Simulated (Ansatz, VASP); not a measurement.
## NiO in VASP and in Ansatz

```
Ni O
1.0
     0.00000    2.10819    2.10819
     2.10819    0.00000    2.10819
     2.10819    2.10819    0.00000
Ni O
1 1
Direct
  0.00000 0.00000 0.00000
  0.50000 0.50000 0.50000
```

Alike in both runs: task single point; functional PBE; k mesh 24 × 24 × 24; occupations gaussian, width 0.15 eV; collinear spin.

```csv
,VASP,Ansatz
version,VASP 6.6.1,Ansatz 0.2.0
potentials or method,"VASP PAW PBE potentials, release 64 (Ni, O), cutoff 520 eV","scalar-relativistic, plane waves, PAW"
valence electrons in the cell,16,24
```

Ansatz gave:

| Quantity | Value |
| --- | --- |
| gap on the k mesh at the Fermi level (eV) | none |
| pressure (GPa) | -0.1 |
| net moment per atom (μB) | 0.90 |
| size of the moment on the site where the two differ most (μB) | 0.29 |

Problem. Estimate VASP's values.

Solution. gap on the k mesh at the Fermi level (eV): none; pressure (GPa): -0.6; net moment per atom (μB): 0.88; size of the moment on the site where the two differ most (μB): 0.27.

Site moments also hang on the region over which each program counts them. A gap of «none» marks a metal or a gap that the smearing closes. The functional is the same, so the differences come from potentials, cutoffs and numerics. VASP's potentials hold 16 valence electrons a cell and Ansatz's 24, so a difference there can come from the potentials and not from the codes.
